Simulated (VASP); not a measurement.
Set up this calculation in VASP 6.6.1, as the native input.

```yaml
Task: single point
Functional: PBE
Dispersion: D3(BJ)
Potentials_or_basis: VASP PAW PBE potentials, release 64 (C, O, Li_sv)
Cutoff: 520 eV
k_mesh: 3 × 3 × 3
Occupations: fermi-dirac, width 0.02 eV
Spin: collinear spin
Starting_moments: "[0.0, 0.0, 0.0, 0.0, 0.0, 0.0, 0.0, 0.0, 0.0, 0.0, 0.0, 0.0, 1.0] μB"
Dipole_correction: no
Further_INCAR_settings: ALGO = Normal; EDIFF = 1e-07; NBANDS = 50
```

The structure of LiC4O8 (a cell with a defect) lies in POSCAR:

```
LiC4O8
1.0
    0.0000000000      3.5161000000      4.1043000000
    3.5161000000      0.0000000000      4.1043000000
    3.5161000000      3.5161000000      0.0000000000
C O Li
4 8 1
Direct
   -0.0305463024     -0.0165056433      0.0738504952
    0.2266907513      0.3598538725      0.1914002178
    0.5739887894      0.4779671219      0.4370038618
    0.8080080443      0.6805400180      0.7629865839
    0.0194275289     -0.0404243051      0.2889070278
    0.4135823046      0.0845848759      0.2209163346
   -0.0525427834      0.0230790626      0.8324229380
   -0.0561892470      0.5345482029      0.2540065171
    0.4857192601      0.5074192449      0.6958136813
    1.0421933590      0.4517670540      0.7480710841
    0.5275884848      0.4652686305      0.2331777061
    0.5787144571      0.9206775375      0.7630322272
    0.3410941534      0.9130805278      0.6157837251
```

The input as run:

INCAR

```
SYSTEM = LiC4O8
PREC = Accurate
ENCUT = 520
EDIFF = 1E-7
ISMEAR = -1
SIGMA = 0.02
LREAL = .False.
LASPH = .True.
NELM = 150
ALGO = Normal
ISIF = 2
LWAVE = .False.
LCHARG = .True.
ISPIN = 2
MAGMOM = 0 0 0 0 0 0 0 0 0 0 0 0 1
LORBIT = 11
GGA = PE
IVDW = 12
LELF = .True.
LVHAR = .True.
NBANDS = 50
```

KPOINTS

```
Automatic mesh
0
Gamma
  3 3 3
  0 0 0
```

Potentials or basis: VASP PAW PBE potentials, release 64 (C, O, Li_sv).

Launch:

```console
$ cat potpaw_PBE.64/C/POTCAR potpaw_PBE.64/O/POTCAR potpaw_PBE.64/Li_sv/POTCAR > POTCAR
$ mpirun -np 1 vasp_std > vasp.out
```

Results of the run:

| Quantity | Value |
| --- | --- |
| Largest force | 0.772 eV/Å |
| Net moment | 0.11 μB per cell |
| Site moments | C +0.00, +0.04, +0.01 (each value once); O -0.00, +0.01, +0.00 (each value once); Li +0.00 μB |
| Valence electrons inside the program's atomic spheres | C 2.77, 2.63, 2.67, 2.78; O 5.23, 5.24, 5.25, 5.18, 5.21 (each value once); Li 2.17 |
| Dispersion energy per atom | -0.134 eV |

Caveat: the k points lie up to 0.49 Å⁻¹ apart.

It took 100 s on 1 thread of Intel(R) Xeon(R) 6975P-C (Granite Rapids), with other jobs on the host, peak memory 0.35 GiB.
